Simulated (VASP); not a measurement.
# Cu (Fm-3m) in VASP: a series of runs

Runs on Cu. Level: PBEsol. Tasks: electric field gradients.

All numbers are computed with VASP 6.6.1; they aren't measurements. Logs are shortened: lines on timing, memory, paths and dates and some standing lists are left out, and cuts for length are marked.

### Step 1. The cell of the first run

Symmetry: Fm-3m, No. 225, cubic system. Conventional cell: a = 3.591 Å, b = 3.591 Å, c = 3.591 Å, α = 90.00°, β = 90.00°, γ = 90.00°. Within 3.4 Å of Cu (site symmetry m-3m) lie 12 Cu at 2.54 Å.

### Step 2. Electric field gradients, PBEsol (volume scaled by 0.98)

INCAR

```
SYSTEM = Cu
PREC = Accurate
ENCUT = 520
EDIFF = 1E-8
ISMEAR = -1
SIGMA = 0.08
LREAL = .False.
LASPH = .True.
NELM = 100
ALGO = Normal
ISIF = 2
LWAVE = .False.
LCHARG = .False.
GGA = PS
LEFG = .True.
NBANDS = 12
```

KPOINTS

```
Automatic mesh
0
Gamma
  19 19 19
  0 0 0
```

POSCAR

```
Cu
1.0
    0.0000000000      1.7953687620      1.7953687620
    1.7953687620      0.0000000000      1.7953687620
    1.7953687620      1.7953687620      0.0000000000
Cu
1
Direct
    0.0000000000      0.0000000000      0.0000000000
```

Potentials or basis: VASP PAW PBE potentials, release 64 (Cu).

The run is started by

```
$ cat potpaw_PBE.64/Cu/POTCAR > POTCAR
$ mpirun -np 1 vasp_std > vasp.out
```

OUTCAR:

```text
SYSTEM = Cu
   PREC = Accurate
   ENCUT = 520
   EDIFF = 1E-8
   ISMEAR = -1
   LREAL = .False.
   LASPH = .True.
   NELM = 100
   ISIF = 2
   GGA = PS

 ion  position               nearest neighbor table
   1  0.000  0.000  0.000-

  LATTYP: Found a face centered cubic cell.
 ALAT       =     3.5907375240

  Lattice vectors:

 A1 = (   0.0000000000,   1.7953687620,   1.7953687620)
 A2 = (   1.7953687620,   0.0000000000,   1.7953687620)
 A3 = (   1.7953687620,   1.7953687620,   0.0000000000)

Analysis of symmetry for initial positions (statically):
=====================================================================
 Subroutine PRICEL returns:
 Original cell was already a primitive cell.

 Routine SETGRP: Setting up the symmetry group for a
 face centered cubic supercell.

 Subroutine GETGRP returns: Found 48 space group operations
 (whereof 48 operations were pure point group operations)
 out of a pool of 48 trial point group operations.

The static configuration has the point symmetry O_h .

Analysis of symmetry for dynamics (positions and initial velocities):
=====================================================================
 Subroutine PRICEL returns:
 Original cell was already a primitive cell.

 Routine SETGRP: Setting up the symmetry group for a
 face centered cubic supercell.

 Subroutine GETGRP returns: Found 48 space group operations
 (whereof 48 operations were pure point group operations)
 out of a pool of 48 trial point group operations.

The dynamic configuration has the point symmetry O_h .

 Subroutine INISYM returns: Found 48 space group operations
 (whereof 48 operations are pure point group operations),
 and found     1 'primitive' translations

----------------------------------------------------------------------------------------

                                     Primitive cell

  volume of cell :      11.5742

  direct lattice vectors                    reciprocal lattice vectors
     0.000000000  1.795368762  1.795368762    -0.278494319  0.278494319  0.278494319
     1.795368762  0.000000000  1.795368762     0.278494319 -0.278494319  0.278494319
     1.795368762  1.795368762  0.000000000     0.278494319  0.278494319 -0.278494319

  length of vectors
     2.539034853  2.539034853  2.539034853     0.482366309  0.482366309  0.482366309

  position of ions in fractional coordinates (direct lattice)
     0.000000000  0.000000000  0.000000000

  ion indices of the primitive-cell ions
   primitive index   ion index
                 1           1

----------------------------------------------------------------------------------------

 KPOINTS: Automatic mesh

Automatic generation of k-mesh.
 Grid dimensions read from file:
 generate k-points for:   19   19   19

 Generating k-lattice:

  Cartesian coordinates                     Fractional coordinates (reciprocal lattice)
    -0.014657596  0.014657596  0.014657596     0.052631579  0.000000000  0.000000000
     0.014657596 -0.014657596  0.014657596     0.000000000  0.052631579  0.000000000
     0.014657596  0.014657596 -0.014657596     0.000000000  0.000000000  0.052631579

  Length of vectors
     0.025387700  0.025387700  0.025387700

  Shift w.r.t. Gamma in fractional coordinates (k-lattice)
     0.000000000  0.000000000  0.000000000

 Subroutine IBZKPT returns following result:
 ===========================================

 Found    220 irreducible k-points:

 Following reciprocal coordinates:
            Coordinates               Weight
  0.000000  0.000000  0.000000      1.000000
  0.052632  0.000000  0.000000      8.000000
  0.105263  0.000000  0.000000      8.000000
  0.157895  0.000000  0.000000      8.000000
  0.210526  0.000000  0.000000      8.000000
  0.263158  0.000000  0.000000      8.000000
[... 16 lines left out ...]
 -0.315789  0.052632  0.000000     24.000000
 -0.263158  0.052632  0.000000     24.000000
 [... further k-points ...]
   k-points           NKPTS =    220   k-points in BZ     NKDIM =    220   number of bands    NBANDS=     12
   number of dos      NEDOS =    301   number of ions     NIONS =      1
   total plane-waves  NPLWV =   8000
   dimension x,y,z NGX =    20 NGY =   20 NGZ =   20
   dimension x,y,z NGXF=    40 NGYF=   40 NGZF=   40
   ions per type =               1
   NGX,Y,Z   is equivalent  to a cutoff of  13.10, 13.10, 13.10 a.u.
   NGXF,Y,Z  is equivalent  to a cutoff of  26.19, 26.19, 26.19 a.u.
 SYSTEM =  Cu
   PREC   = accura    normal or accurate (medium, high low for compatibility)
   ISTART =      0    job   : 0-new  1-cont  2-samecut
   ICHARG =      2    charge: 1-file 2-atom 10-const
   ISPIN  =      1    spin polarized calculation?
   LNONCOLLINEAR =      F non collinear calculations
   LSORBIT =      F    spin-orbit coupling
   LASPH  =      T    aspherical Exc in radial PAW
   ENCUT  =  520.0 eV  38.22 Ry    6.18 a.u.   4.72  4.72  4.72*2*pi/ulx,y,z
   NELM   =    100;   NELMIN=  2; NELMDL= -5     # of ELM steps
   EDIFF  = 0.1E-07   stopping-criterion for ELM
   LREAL  =      F    real-space projection
   EDIFFG = 0.1E-06   stopping-criterion for IOM
   NSW    =      0    number of steps for IOM
   IBRION =     -1    ionic relax: 0-MD 1-quasi-New 2-CG
   NFREE  =      0    steps in history (QN), initial steepest desc. (CG)
   ISIF   =      2    stress and relaxation
   ISYM   =      2    0-nonsym 1-usesym 2-fastsym
   POTIM  = 0.5000    time-step for ionic-motion
   TEBEG  =    0.0;   TEEND  =   0.0 temperature during run
   PSTRESS=    0.0 pullay stress
   NELECT =      11.0000    total number of electrons
   NUPDOWN=      -1.0000    fix difference up-down
   EMIN   =  10.00;   EMAX   =-10.00  energy-range for DOS
   EFERMI =   0.00;   METHOD = LEGACY
   ISMEAR =    -1;   SIGMA  =   0.08  broadening in eV -4-tet -1-fermi 0-gaus
   EFERMI_NEDOS =   21; number of points for ismear=-14 and -15
   IALGO  =     38    algorithm
   IMIX   =      4    mixing-type and parameters
     AMIX     =   0.40;   BMIX     =  1.00
     AMIX_MAG =   1.60;   BMIX_MAG =  1.00
  volume/ion in A,a.u.               =      11.57        78.11
  Fermi-wavevector in a.u.,A,eV,Ry     =   1.609566  3.041638 35.248641  2.590702
  Thomas-Fermi vector in A             =   2.705255
   LORBIT       =      0    0 simple, 1 ext, 2 COOP (PROOUT), +10 PAW based schemes
   GGA     = PS    functional components
   LHFCALC =     F    Hartree Fock is set to
   AEXX    =    0.0000 exact exchange contribution
   IVDW    =     0    specifies the selected vdW correction
   LEPSILON=     F    determine dielectric tensor
   LRPA    =     F    only Hartree local field effects (RPA)
 non-spin polarized calculation
  energy-cutoff  :      520.00
  volume of cell :       11.57
 maximum number of plane-waves:       331
   NGX =  9   NGY =  9   NGZ =  9

 number of electron      11.0000008 magnetization

 Free energy of the ion-electron system (eV)
  ---------------------------------------------------
  ext. energy  EPLUGINS =         0.00000000
  ---------------------------------------------------
  free energy    TOTEN  =        -4.30881194 eV

  energy without entropy =       -4.30166150  energy(sigma->0) =       -4.30523672

 E-fermi :   7.6873     XC(G=0): -13.0268

 val. band max:        7.6743530997   @ k =  -0.3684   0.1579   0.0000
 cond. band min:       7.6905826255   @ k =  -0.3684   0.1579   0.0526
 fundamental gap:      0.0162295258
 Fermi energy:         7.6873202230

 k-point     1 :       0.0000    0.0000    0.0000
  band No.  band energies     occupation
      1      -1.8921      2.00000
      2       4.5574      2.00000
      3       4.5574      2.00000
      4       4.5574      2.00000
      5       5.4155      2.00000
      6       5.4155      2.00000
      7      30.3971      0.00000
      8      33.1676      0.00000
      9      33.1676      0.00000
     10      33.1676      0.00000
     11      35.6610      0.00000
     12      35.6610      0.00000

 k-point     2 :       0.0526    0.0000    0.0000
  band No.  band energies     occupation
      1      -1.7895      2.00000
      2       4.5350      2.00000
      3       4.5774      2.00000
      4       4.5774      2.00000
      5       5.4075      2.00000
      6       5.4075      2.00000
      7      29.8514      0.00000
      8      31.8364      0.00000
      9      32.8296      0.00000
     10      32.8296      0.00000
     11      36.1425      0.00000
     12      36.1425      0.00000

 k-point     3 :       0.1053    0.0000    0.0000
  band No.  band energies     occupation
      1      -1.4851      2.00000
      2       4.4733      2.00000
      3       4.6300      2.00000
      4       4.6300      2.00000
      5       5.3901      2.00000
      6       5.3901      2.00000
      7      27.6587      0.00000
      8      31.1658      0.00000
      9      32.1948      0.00000
     10      32.1948      0.00000
     11      37.1638      0.00000
     12      37.1638      0.00000

 k-point     4 :       0.1579    0.0000    0.0000
  band No.  band energies     occupation
      1      -0.9892      2.00000
      2       4.3894      2.00000
      3       4.6922      2.00000
      4       4.6922      2.00000
      5       5.3852      2.00000
      6       5.3852      2.00000
      7      24.9283      0.00000
      8      30.9093      0.00000
      9      31.5758      0.00000
     10      31.5758      0.00000
     11      37.5238      0.00000
     12      38.0214      0.00000

 k-point     5 :       0.2105    0.0000    0.0000
  band No.  band energies     occupation
      1      -0.3243      2.00000
      2       4.3135      2.00000
      3       4.7269      2.00000
      4       4.7269      2.00000
      5       5.4263      2.00000
      6       5.4263      2.00000
      7      22.2066      0.00000
      8      30.5963      0.00000
      9      31.0518      0.00000
     10      31.0518      0.00000
     11      37.3728      0.00000
     12      37.3729      0.00000
[... 228 lines left out ...]
      1       2.4147      2.00000
      2       4.5142      2.00000
      3       4.5721      2.00000
      4       5.4400      2.00000
      5       5.9162      2.00000
      6       6.5730      2.00000
      7      12.4890      0.00000
      8      27.6490      0.00000
      9      29.5018      0.00000
     10      30.0245      0.00000
     11      33.3858      0.00000
     12      34.5836      0.00000

 k-point    22 :      -0.3684    0.0526    0.0000
  band No.  band energies     occupation
      1       2.1461      2.00000
      2       4.5625      2.00000
      3       4.6116      2.00000
      4       4.9310      2.00000
      5       5.7902      2.00000
      6       6.1422      2.00000
      7      14.2699      0.00000
      8      27.5229      0.00000
      9      29.8666      0.00000
     10      30.8031      0.00000
     11      33.3200      0.00000
     12      35.0139      0.00000

 k-point    23 :      -0.3158    0.0526    0.0000
  band No.  band energies     occupation
      1       1.5911      2.00000
      2       4.4652      2.00000
      3       4.6260      2.00000
      4       4.6689      2.00000
      5       5.6315      2.00000
      6       5.9047      2.00000
      7      16.4326      0.00000
      8      27.5512      0.00000
      9      30.3888      0.00000
     10      31.5976      0.00000
     11      33.6033      0.00000
     12      35.4601      0.00000

 k-point    24 :      -0.2632    0.0526    0.0000
  band No.  band energies     occupation
      1       0.8167      2.00000
      2       4.2745      2.00000
      3       4.6880      2.00000
      4       4.7281      2.00000
      5       5.4698      2.00000
      6       5.7226      2.00000
      7      18.8278      0.00000
      8      27.7322      0.00000
      9      31.0007      0.00000
     10      32.2170      0.00000
     11      34.3994      0.00000
     12      35.7924      0.00000

 [... further k-points ...]
[... 5 lines left out ...]
  --------------------------------------------------------------------------------------
  -------------------------------------------------------------------------------------
  Total       -0.2151936     -0.2151936     -0.2151936      0.0000000      0.0000000     -0.0000000
  in kB      -29.7885258    -29.7885258    -29.7885258      0.0000000      0.0000000     -0.0000000
  external PRESSURE =     -29.7885258 kB  Pullay stress =       0.0000000 kB

 VOLUME and BASIS-vectors are now :
 -----------------------------------------------------------------------------
  energy-cutoff  :      520.00
  volume of cell :       11.57
      direct lattice vectors                 reciprocal lattice vectors
     0.000000000  1.795368762  1.795368762    -0.278494319  0.278494319  0.278494319
     1.795368762  0.000000000  1.795368762     0.278494319 -0.278494319  0.278494319
     1.795368762  1.795368762  0.000000000     0.278494319  0.278494319 -0.278494319

 POSITION                                       TOTAL-FORCE (eV/Angst)
 -----------------------------------------------------------------------------------
      0.00000      0.00000      0.00000         0.000000     -0.000000      0.000000
 -----------------------------------------------------------------------------------
    total drift:                               -0.000000     -0.000000     -0.000000

  FREE ENERGIE OF THE ION-ELECTRON SYSTEM (eV)
  ---------------------------------------------------
  free  energy   TOTEN  =        -4.3088119399 eV

  energy  without entropy=       -4.3016615046  energy(sigma->0) =       -4.30523672

 Electric field gradients (V/A^2)
---------------------------------------------------------------------
 ion       V_xx      V_yy      V_zz      V_xy      V_xz      V_yz
---------------------------------------------------------------------
   1      -0.000     0.000     0.000     0.002     0.002     0.002
---------------------------------------------------------------------

 Electric field gradients after diagonalization (V/A^2)
 (convention: |V_zz| > |V_xx| > |V_yy|)
----------------------------------------------------------------------
 ion       V_xx      V_yy      V_zz     asymmetry (V_yy - V_xx)/ V_zz
----------------------------------------------------------------------
   1      -0.002    -0.002     0.005       0.000
----------------------------------------------------------------------

           NMR quadrupolar parameters

 Cq : quadrupolar parameter    Cq=e*Q*V_zz/h
 eta: asymmetry parameters     (V_yy - V_xx)/ V_zz
 Q  : nuclear electric quadrupole moment in mb (millibarn)
----------------------------------------------------------------------
 ion       Cq(MHz)       eta       Q (mb)
----------------------------------------------------------------------
   1       0.000       0.000       1.000
----------------------------------------------------------------------
```

Wall time 22 s (1 thread of AMD EPYC 7R13 (Zen 3), shared host); peak memory 0.11 GiB.

Results:

| Property | Result |
| --- | --- |
| Free energy | -4.3088 eV |
| Pressure | -3.0 GPa |

Caveat: without QUAD_EFG the Cq values of the log hold for a quadrupole moment of 1 mb, not for the nuclei; the PAW data sets were made with another functional, which shifts forces and pressure a little.

### Step 3. Electric field gradients, PBEsol (volume scaled by 1.02)

INCAR

```
  PREC = Accurate
  ENCUT = 520
  EDIFF = 1E-8
  ISMEAR = -1
  SIGMA = 0.08
  LREAL = False
  LASPH = True
  NELM = 60
  ALGO = Normal
  ISIF = 2
  LWAVE = False
  LCHARG = False
  GGA = PS
  LEFG = True
  NBANDS = 12
```

KPOINTS

```
Automatic mesh
0
Gamma
  19 19 19
```

POSCAR

```
Cu
1.0
    0.0000000000      1.8194705475      1.8194705475
    1.8194705475      0.0000000000      1.8194705475
    1.8194705475      1.8194705475      0.0000000000
Cu
1
Direct
    0.0000000000      0.0000000000      0.0000000000
```

Potentials or basis: VASP PAW PBE potentials, release 64 (Cu).

The run is started by

```
$ cat potpaw_PBE.64/Cu/POTCAR > POTCAR
$ mpirun -np 1 vasp_std > vasp.out
```

OUTCAR:

```text
PREC = Accurate
   ENCUT = 520
   EDIFF = 1E-8
   ISMEAR = -1
   LREAL = False
   LASPH = True
   NELM = 60
   ISIF = 2
   GGA = PS

 ion  position               nearest neighbor table
   1  0.000  0.000  0.000-

  LATTYP: Found a face centered cubic cell.
 ALAT       =     3.6389410950

  Lattice vectors:

 A1 = (   0.0000000000,   1.8194705475,   1.8194705475)
 A2 = (   1.8194705475,   0.0000000000,   1.8194705475)
[... 565 lines left out ...]
    total drift:                               -0.000000     -0.000000     -0.000000

  FREE ENERGIE OF THE ION-ELECTRON SYSTEM (eV)
  ---------------------------------------------------
  free  energy   TOTEN  =        -4.2920333231 eV

  energy  without entropy=       -4.2845438755  energy(sigma->0) =       -4.28828860

 Electric field gradients (V/A^2)
---------------------------------------------------------------------
 ion       V_xx      V_yy      V_zz      V_xy      V_xz      V_yz
---------------------------------------------------------------------
   1      -0.000    -0.000     0.000     0.002     0.002     0.002
---------------------------------------------------------------------

 Electric field gradients after diagonalization (V/A^2)
 (convention: |V_zz| > |V_xx| > |V_yy|)
----------------------------------------------------------------------
 ion       V_xx      V_yy      V_zz     asymmetry (V_yy - V_xx)/ V_zz
----------------------------------------------------------------------
   1      -0.002    -0.002     0.005       0.000
----------------------------------------------------------------------

           NMR quadrupolar parameters

 Cq : quadrupolar parameter    Cq=e*Q*V_zz/h
 eta: asymmetry parameters     (V_yy - V_xx)/ V_zz
 Q  : nuclear electric quadrupole moment in mb (millibarn)
----------------------------------------------------------------------
 ion       Cq(MHz)       eta       Q (mb)
----------------------------------------------------------------------
   1       0.000       0.000       1.000
----------------------------------------------------------------------
```

Wall time 25 s (1 thread of AMD EPYC 7R13 (Zen 3), shared host); peak memory 0.11 GiB.

What came out:

```yaml
Free_energy: -4.2920 eV
Pressure: -8.4 GPa
```

Caveat: without QUAD_EFG the Cq values of the log hold for a quadrupole moment of 1 mb, not for the nuclei; the PAW data sets were made with another functional, which shifts forces and pressure a little.

(Continued in part 2 of 2.)
